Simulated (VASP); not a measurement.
# Sb (R-3m) in VASP: a series of runs

Aim: see how the results for Sb move with the level of theory and the settings. Levels: BLYP+D3(BJ), PBEsol. Tasks: single point, relaxation of cell and atoms.

Program: VASP 6.6.1. These are calculated values, not measurements. Logs are shortened: lines on timing, memory, paths and dates and some standing lists are left out, and cuts for length are marked.

## 1. The cell of the first run

Symmetry: R-3m, No. 166, trigonal system. The conventional cell has a = 4.335 Å, b = 4.335 Å, c = 11.168 Å, α = 90.00°, β = 90.00°, γ = 120.00°. Sb (site symmetry 3m) has 6 Sb at 2.93 to 3.33 Å within 3.9 Å.

## 2. Single point, BLYP+D3(BJ)

The input, INCAR:

```
PREC = Accurate
ENCUT = 520
EDIFF = 1E-6
ISMEAR = -1
SIGMA = 0.05
LREAL = False
LASPH = True
NELM = 60
ALGO = Normal
ISIF = 2
LWAVE = False
LCHARG = False
GGA = B5
ALDAX = 1.0
AGGAX = 1.0
AGGAC = 1.0
ALDAC = 0.0
IVDW = 12
VDW_S6 = 1.0
VDW_S8 = 2.6996
VDW_A1 = 0.4298
VDW_A2 = 4.2359
NBANDS = 12
```

The input, KPOINTS:

```
regular mesh
0
Gamma
  8 8 8
```

The input, POSCAR:

```
Sb
1.0
    2.1675167446      1.2514163760      3.7225889693
   -2.1675167446      1.2514163760      3.7225889693
    0.0000000000     -2.5028327519      3.7225889693
Sb
2
Direct
    0.7653146167      0.7653146167      0.7653146167
    0.2346853833      0.2346853833      0.2346853833
```

Potentials or basis: VASP PAW PBE potentials, release 64 (Sb).

The run is started by

```sh
cat potpaw_PBE.64/Sb/POTCAR > POTCAR
mpirun -np 1 vasp_std > vasp.out
```

OUTCAR:

```text
PREC = Accurate
   ENCUT = 520
   EDIFF = 1E-6
   ISMEAR = -1
   LREAL = False
   LASPH = True
   NELM = 60
   ISIF = 2
   GGA = B5
   IVDW = 12
 IVDW          = 12

 ion  position               nearest neighbor table
   1  0.765  0.765  0.765-   2 2.93   2 2.93   2 2.93   2 3.33   2 3.33   2 3.33
   2  0.235  0.235  0.235-   1 2.93   1 2.93   1 2.93   1 3.33   1 3.33   1 3.33

  LATTYP: Found a trigonal (rhomboedric) cell.
 ALAT       =     4.4857374442
 COS(alpha) =     0.5330318957

  Lattice vectors:

 A1 = (   2.1675167446,   1.2514163760,   3.7225889693)
 A2 = (  -2.1675167446,   1.2514163760,   3.7225889693)
 A3 = (   0.0000000000,  -2.5028327519,   3.7225889693)

Analysis of symmetry for initial positions (statically):
=====================================================================
 Subroutine PRICEL returns:
 Original cell was already a primitive cell.

 Routine SETGRP: Setting up the symmetry group for a
 trigonal (rhombohedral) supercell.

 Subroutine GETGRP returns: Found 12 space group operations
 (whereof 12 operations were pure point group operations)
 out of a pool of 12 trial point group operations.

The static configuration has the point symmetry D_3d.

Analysis of symmetry for dynamics (positions and initial velocities):
=====================================================================
 Subroutine PRICEL returns:
 Original cell was already a primitive cell.

 Routine SETGRP: Setting up the symmetry group for a
 trigonal (rhombohedral) supercell.

 Subroutine GETGRP returns: Found 12 space group operations
 (whereof 12 operations were pure point group operations)
 out of a pool of 12 trial point group operations.

The dynamic configuration has the point symmetry D_3d.

 Subroutine INISYM returns: Found 12 space group operations
 (whereof 12 operations are pure point group operations),
 and found     1 'primitive' translations

----------------------------------------------------------------------------------------

                                     Primitive cell

  volume of cell :      60.5844

  direct lattice vectors                    reciprocal lattice vectors
     2.167516745  1.251416376  3.722588969     0.230678725  0.133182424  0.089543416
    -2.167516745  1.251416376  3.722588969    -0.230678725  0.133182424  0.089543416
     0.000000000 -2.502832752  3.722588969     0.000000000 -0.266364848  0.089543416

  length of vectors
     4.485737444  4.485737444  4.485737444     0.281012911  0.281012911  0.281012911

  position of ions in fractional coordinates (direct lattice)
     0.765314617  0.765314617  0.765314617
     0.234685383  0.234685383  0.234685383

  ion indices of the primitive-cell ions
   primitive index   ion index
                 1           1
                 2           2

----------------------------------------------------------------------------------------

 KPOINTS: regular mesh

Automatic generation of k-mesh.
 Grid dimensions read from file:
 generate k-points for:    8    8    8

 Generating k-lattice:

  Cartesian coordinates                     Fractional coordinates (reciprocal lattice)
     0.028834841  0.016647803  0.011192927     0.125000000  0.000000000  0.000000000
    -0.028834841  0.016647803  0.011192927     0.000000000  0.125000000  0.000000000
     0.000000000 -0.033295606  0.011192927     0.000000000  0.000000000  0.125000000

  Length of vectors
     0.035126614  0.035126614  0.035126614

  Shift w.r.t. Gamma in fractional coordinates (k-lattice)
     0.000000000  0.000000000  0.000000000

 Subroutine IBZKPT returns following result:
 ===========================================

 Found     65 irreducible k-points:

 Following reciprocal coordinates:
            Coordinates               Weight
  0.000000  0.000000  0.000000      1.000000
  0.125000 -0.000000  0.000000      6.000000
  0.250000 -0.000000  0.000000      6.000000
  0.375000 -0.000000  0.000000      6.000000
  0.500000 -0.000000  0.000000      3.000000
  0.125000  0.125000  0.000000      6.000000
[... 16 lines left out ...]
  0.250000  0.125000  0.125000      6.000000
  0.375000  0.125000  0.125000      6.000000
 [... further k-points ...]
   k-points           NKPTS =     65   k-points in BZ     NKDIM =     65   number of bands    NBANDS=     12
   number of dos      NEDOS =    301   number of ions     NIONS =      2
   total plane-waves  NPLWV =  46656
   dimension x,y,z NGX =    36 NGY =   36 NGZ =   36
   dimension x,y,z NGXF=    72 NGYF=   72 NGZF=   72
   ions per type =               2
   NGX,Y,Z   is equivalent  to a cutoff of  13.34, 13.34, 13.34 a.u.
   NGXF,Y,Z  is equivalent  to a cutoff of  26.68, 26.68, 26.68 a.u.
 SYSTEM =  unknown system
   PREC   = accura    normal or accurate (medium, high low for compatibility)
   ISTART =      0    job   : 0-new  1-cont  2-samecut
   ICHARG =      2    charge: 1-file 2-atom 10-const
   ISPIN  =      1    spin polarized calculation?
[... 70 lines left out ...]
      9      12.9290      0.00000
     10      12.9290      0.00000
     11      13.0869      0.00000
     12      14.7009      0.00000

 k-point     2 :       0.1250   -0.0000    0.0000
  band No.  band energies     occupation
      1      -4.7960      2.00000
      2       2.0538      2.00000
      3       5.7393      2.00000
      4       5.8335      2.00000
      5       6.1762      2.00000
      6       9.7040      0.00000
      7       9.9819      0.00000
      8       9.9897      0.00000
      9      12.5357      0.00000
     10      12.9539      0.00000
     11      13.0565      0.00000
     12      15.6442      0.00000

 k-point     3 :       0.2500   -0.0000    0.0000
  band No.  band energies     occupation
      1      -4.2935      2.00000
      2       0.6270      2.00000
      3       5.7936      2.00000
      4       5.8109      2.00000
      5       6.6625      2.00000
      6       8.9800      0.00000
      7       9.1204      0.00000
      8       9.1325      0.00000
      9      12.9121      0.00000
     10      13.5025      0.00000
     11      13.8764      0.00000
     12      17.5366      0.00000

 k-point     4 :       0.3750   -0.0000    0.0000
  band No.  band energies     occupation
      1      -3.4801      2.00000
      2      -0.8771      2.00000
      3       5.8311      2.00000
      4       5.9274      2.00000
      5       7.0426      2.00000
      6       8.1352      0.00154
      7       8.3532      0.00002
      8       8.3985      0.00001
      9      14.1688      0.00000
     10      14.9028      0.00000
     11      15.3117      0.00000
     12      18.0311      0.00000

 k-point     5 :       0.5000   -0.0000    0.0000
  band No.  band energies     occupation
      1      -2.6379      2.00000
      2      -1.9671      2.00000
      3       5.8563      2.00000
      4       6.0260      2.00000
      5       7.3989      1.99895
      6       7.5786      1.96261
      7       8.0150      0.01685
      8       8.1177      0.00218
      9      15.6844      0.00000
     10      16.2547      0.00000
     11      16.8374      0.00000
     12      16.9072      0.00000
[... 228 lines left out ...]
      1      -2.6586      2.00000
      2      -0.3111      2.00000
      3       2.3299      2.00000
      4       4.0207      2.00000
      5       4.0523      2.00000
      6       9.5706      0.00000
      7      12.5521      0.00000
      8      13.1130      0.00000
      9      14.5074      0.00000
     10      16.5342      0.00000
     11      18.0601      0.00000
     12      18.5154      0.00000

 k-point    22 :       0.1250    0.1250    0.1250
  band No.  band energies     occupation
      1      -4.8212      2.00000
      2       2.0172      2.00000
      3       5.8913      2.00000
      4       5.8913      2.00000
      5       6.1938      2.00000
      6       9.7505      0.00000
      7       9.9141      0.00000
      8       9.9141      0.00000
      9      12.8025      0.00000
     10      13.1437      0.00000
     11      13.1437      0.00000
     12      15.5066      0.00000

 k-point    23 :       0.2500    0.1250    0.1250
  band No.  band energies     occupation
      1      -4.5593      2.00000
      2       1.2796      2.00000
      3       4.9785      2.00000
      4       6.2343      2.00000
      5       7.1050      2.00000
      6       8.8735      0.00000
      7       8.8750      0.00000
      8      10.7128      0.00000
      9      12.6668      0.00000
     10      13.1277      0.00000
     11      14.0420      0.00000
     12      15.3581      0.00000

 k-point    24 :       0.3750    0.1250    0.1250
  band No.  band energies     occupation
      1      -3.9731      2.00000
      2       0.0866      2.00000
      3       4.4522      2.00000
      4       6.2316      2.00000
      5       7.8186      0.60324
      6       7.8642      0.29547
      7       8.2654      0.00011
      8      10.7698      0.00000
      9      12.9402      0.00000
     10      13.8281      0.00000
     11      15.2724      0.00000
     12      16.7686      0.00000

 [... further k-points ...]

------------------------ aborting loop because EDIFF is reached ----------------------------------------

 Edisp (eV)   -2.21517

 E8    (eV) :    -1.6793

  FORCE on cell =-STRESS in cart. coord.  units (eV):
  Direction    XX          YY          ZZ          XY          YZ          ZX
  --------------------------------------------------------------------------------------
  -------------------------------------------------------------------------------------
  Total       0.14534     0.14534     0.09984     0.00000     0.00000     0.00000
  in kB       3.84365     3.84365     2.64037     0.00000     0.00000     0.00000
  external pressure =        3.44 kB  Pullay stress =        0.00 kB

 VOLUME and BASIS-vectors are now :
 -----------------------------------------------------------------------------
  energy-cutoff  :      520.00
  volume of cell :       60.58
      direct lattice vectors                 reciprocal lattice vectors
     2.167516745  1.251416376  3.722588969     0.230678725  0.133182424  0.089543416
    -2.167516745  1.251416376  3.722588969    -0.230678725  0.133182424  0.089543416
     0.000000000 -2.502832752  3.722588969     0.000000000 -0.266364848  0.089543416

 POSITION                                       TOTAL-FORCE (eV/Angst)
 -----------------------------------------------------------------------------------
      0.00000      0.00000      8.54686         0.000000     -0.000000     -0.066092
      0.00000      0.00000      2.62091         0.000000      0.000000      0.066092
 -----------------------------------------------------------------------------------
    total drift:                                0.000000      0.000000      0.000000

  FREE ENERGIE OF THE ION-ELECTRON SYSTEM (eV)
  ---------------------------------------------------
  free  energy   TOTEN  =        -8.9164935777 eV

  energy  without entropy=       -8.9135950436  energy(sigma->0) =       -8.91504431
```

It took 21 s on 1 thread of Intel Xeon 6975P-C (Granite Rapids), shared host; peak memory 0.22 GiB.

What came out:

- Free energy: -8.9165 eV
- Pressure: 0.3 GPa
- Largest force: 0.066 eV/Å
- Band gap on the k mesh: zero (band 5 reaches 7.82 eV, above the bottom of band 6 at 7.58 eV)
- Dispersion energy per atom: -1.108 eV

Forces in eV/Å, atoms in the order of the input:
```
Sb   0.000  0.000 -0.066
Sb   0.000  0.000  0.066
```

Stress tensor (GPa, compression positive):
```
0.38 0.00 0.00
0.00 0.38 0.00
0.00 0.00 0.26
```

Levels at points of the mesh, in eV from the Fermi level:
```csv
k point,band 2,band 3,band 4,band 5,band 6,band 7,band 8,band 9
"(0.00, 0.00, 0.00)",-5.01,-2.07,-1.92,-1.92,2.12,2.63,2.63,5.15
"(0.50, 0.00, 0.00)",-9.74,-1.92,-1.75,-0.38,-0.20,0.24,0.34,7.91
"(0.50, 0.50, 0.00)",-8.09,-5.45,-3.76,-3.72,1.79,4.78,5.34,6.73
"(0.50, 0.50, 0.50)",-9.11,-1.38,-1.38,-0.53,-0.03,-0.03,0.97,7.30
```

Caveat: the PAW data sets were made with another functional, which shifts forces and pressure a little; spin-orbit coupling is left out, which moves the levels of the heavy elements; pairwise dispersion overbinds metals, which lowers pressure and volume.

## 3. Relaxation of cell and atoms, BLYP+D3(BJ)

This run uses another cell than the first one, of 30.21 Å³/atom, 0.997 times its volume.

The input, INCAR:

```
PREC = Accurate
ENCUT = 600
EDIFF = 1E-6
ISMEAR = -1
SIGMA = 0.05
LREAL = False
LASPH = True
NELM = 100
ALGO = Normal
ISIF = 3
LWAVE = False
LCHARG = False
GGA = B5
ALDAX = 1.0
AGGAX = 1.0
AGGAC = 1.0
ALDAC = 0.0
IVDW = 12
VDW_S6 = 1.0
VDW_S8 = 2.6996
VDW_A1 = 0.4298
VDW_A2 = 4.2359
IBRION = 2
NSW = 80
EDIFFG = -0.01
```

The input, KPOINTS:

```
Automatic mesh
0
Gamma
  8 8 8
```

The input, POSCAR:

```
Sb
1.0
    2.1542000000      1.2437279499      3.7580000000
   -2.1542000000      1.2437279499      3.7580000000
    0.0000000000     -2.4874558998      3.7580000000
Sb
2
Direct
    0.7665100000      0.7665100000      0.7665100000
    0.2334900000      0.2334900000      0.2334900000
```

Potentials or basis: VASP PAW PBE potentials, release 64 (Sb).

The run is started by

```sh
cat potpaw_PBE.64/Sb/POTCAR > POTCAR
mpirun -np 1 vasp_std > vasp.out
```

Wall time 77 s (1 thread of Intel Xeon 6975P-C (Granite Rapids), shared host); peak memory 0.23 GiB.

It converged, with:

```
Free energy                            : -8.9172 eV
Relaxed volume                         : 30.36 Å³/atom
Relaxed cell                           : a = 4.485 Å, b = 4.485 Å, c = 4.485 Å, α = 57.90°, β = 57.90°, γ = 57.90°
Space group after relaxing (to 0.05 Å) : R-3m (No. 166)
Energy gained by relaxing              : 3.2 meV/atom
Ionic steps                            : 7
Pressure after relaxing                : 0.0 GPa
Band gap on the k mesh                 : zero (band 5 reaches 7.78 eV, above the bottom of band 6 at 7.55 eV)
Dispersion energy per atom             : -1.105 eV
```

The path:
| step | energy change (eV) | largest force (eV/Å) | pressure (GPa) | volume (Å³) |
| --- | --- | --- | --- | --- |
| 1 | 0.0000 | 0.2047 | 1.00 | 60.41 |
| 2 | -0.0029 | 0.0276 | -0.82 | 62.07 |
| 3 | -0.0046 | 0.0571 | -0.15 | 61.43 |
| 4 | -0.0053 | 0.0438 | -0.11 | 61.27 |
| 5 | -0.0064 | 0.0054 | 0.04 | 60.79 |
| 6 | -0.0064 | 0.0010 | 0.04 | 60.73 |
| 7 | -0.0064 | 0.0002 | 0.03 | 60.72 |

Final structure:
```
CELL_PARAMETERS angstrom
2.17099 1.25342 3.71893
-2.17099 1.25342 3.71893
0.00000 -2.50684 3.71893
ATOMIC_POSITIONS crystal
Sb 0.76478 0.76478 0.76478
Sb 0.23522 0.23522 0.23522
```

Levels at points of the mesh, in eV from the Fermi level:
| k point | band 3 | band 4 | band 5 | band 6 | band 7 | band 8 |
| --- | --- | --- | --- | --- | --- | --- |
| (0.00, 0.00, 0.00) | -2.05 | -1.91 | -1.91 | 2.17 | 2.65 | 2.65 |
| (0.50, 0.00, 0.00) | -1.87 | -1.70 | -0.38 | -0.19 | 0.23 | 0.31 |
| (0.50, 0.50, 0.00) | -5.44 | -3.74 | -3.70 | 1.84 | 4.77 | 5.30 |
| (0.50, 0.50, 0.50) | -1.34 | -1.34 | -0.51 | -0.05 | -0.05 | 0.93 |

Caveat: the PAW data sets were made with another functional, which shifts forces and pressure a little; spin-orbit coupling is left out, which moves the levels of the heavy elements; pairwise dispersion overbinds metals, which lowers pressure and volume. Zero-point motion and thermal expansion aren't in these numbers.

## 4. Relaxation of cell and atoms, PBEsol

This run uses another cell than the first one, of 30.21 Å³/atom, 0.997 times its volume.

The input, INCAR:

```
SYSTEM = Sb
PREC = Accurate
ENCUT = 600
EDIFF = 1E-6
ISMEAR = -1
SIGMA = 0.05
LREAL = .FALSE.
LASPH = .TRUE.
NELM = 80
ALGO = Normal
ISIF = 3
LWAVE = .FALSE.
LCHARG = .FALSE.
GGA = PS
IBRION = 2
NSW = 80
EDIFFG = -0.005
```

The input, KPOINTS:

```
regular mesh
0
G
  8 8 8
  0 0 0
```

POSCAR is that of step 3.

The run is started by

```sh
cat potpaw_PBE.64/Sb/POTCAR > POTCAR
mpirun -np 1 vasp_std > vasp.out
```

Wall time 48 s (1 thread of Intel Xeon 6975P-C (Granite Rapids), shared host); peak memory 0.22 GiB.

It converged, with:

* Free energy: -9.1247 eV
* Relaxed volume: 29.87 Å³/atom
* Relaxed cell: a = 4.451 Å, b = 4.451 Å, c = 4.451 Å, α = 58.17°, β = 58.17°, γ = 58.17°
* Space group after relaxing (to 0.05 Å): R-3m (No. 166)
* Energy gained by relaxing: 2.8 meV/atom
* Ionic steps: 8
* Pressure after relaxing: 0.0 GPa
* Largest force after relaxing: 0.003 eV/Å
* Band gap on the k mesh: zero (band 5 reaches 7.28 eV, above the bottom of band 6 at 7.03 eV)

Forces in eV/Å, atoms in the order of the input:
```
Sb   0.000  0.000  0.003
Sb   0.000  0.000 -0.003
```

The path:
```tsv
step	energy change (eV)	largest force (eV/Å)	pressure (GPa)	volume (Å³)
1	0.0000	0.1571	0.20	60.41
2	-0.0022	0.0594	-0.37	60.74
3	-0.0023	0.0344	-0.52	60.83
4	-0.0040	0.0215	-0.36	60.47
5	-0.0055	0.0015	-0.06	59.87
6	-0.0055	0.0037	0.02	59.71
7	-0.0055	0.0032	0.01	59.73
8	-0.0055	0.0033	0.01	59.75
```

Final structure:
```
CELL_PARAMETERS angstrom
2.16373 1.24923 3.68392
-2.16373 1.24923 3.68392
0.00000 -2.49846 3.68392
ATOMIC_POSITIONS crystal
Sb 0.76421 0.76421 0.76421
Sb 0.23579 0.23579 0.23579
```

Levels at points of the mesh, in eV from the Fermi level:
```
           k point  band 1  band 2  band 3  band 4  band 5  band 6  band 7  band 8  band 9
(0.00, 0.00, 0.00)  -12.76   -4.75   -1.97   -1.84   -1.84    2.28    2.79    2.79    4.91
(0.50, 0.00, 0.00)  -10.35   -9.73   -1.79   -1.61   -0.33   -0.22    0.19    0.28    7.78
(0.50, 0.50, 0.00)  -10.36   -7.93   -5.59   -3.78   -3.75    1.53    5.03    5.44    7.08
(0.50, 0.50, 0.50)  -11.03   -9.15   -1.29   -1.29   -0.53   -0.07   -0.07    0.90    7.21
```

Caveat: the PAW data sets were made with another functional, which shifts forces and pressure a little; spin-orbit coupling is left out, which moves the levels of the heavy elements.

## 5. Overview

| task | level | cell | cutoff (eV) | gap on the mesh (eV) | pressure (GPa) | relaxed volume (Å³/atom) |
| --- | --- | --- | --- | --- | --- | --- |
| single point | BLYP+D3(BJ) | a = 4.486 Å, angles 57.8°, 2 atoms | 520 | none | 0.3 | - |
| relaxation of cell and atoms | BLYP+D3(BJ) | relaxed from a = 4.507 Å, angles 57.1°, 2 atoms | 600 | none | 0.0 | 30.36 |
| relaxation of cell and atoms | PBEsol | relaxed from a = 4.507 Å, angles 57.1°, 2 atoms | 600 | none | 0.0 | 29.87 |

Alike in all rows: potentials or basis VASP PAW PBE potentials, release 64 (Sb); no spin polarisation; k mesh 8 × 8 × 8; smearing fermi-dirac 0.05 eV.

Caveats: the PAW data sets were made with another functional, which shifts forces and pressure a little; spin-orbit coupling is left out, which moves the levels of the heavy elements; pairwise dispersion overbinds metals, which lowers pressure and volume (some runs).

Total energies depend on the potentials used, so only differences within one code and one set of settings carry meaning.
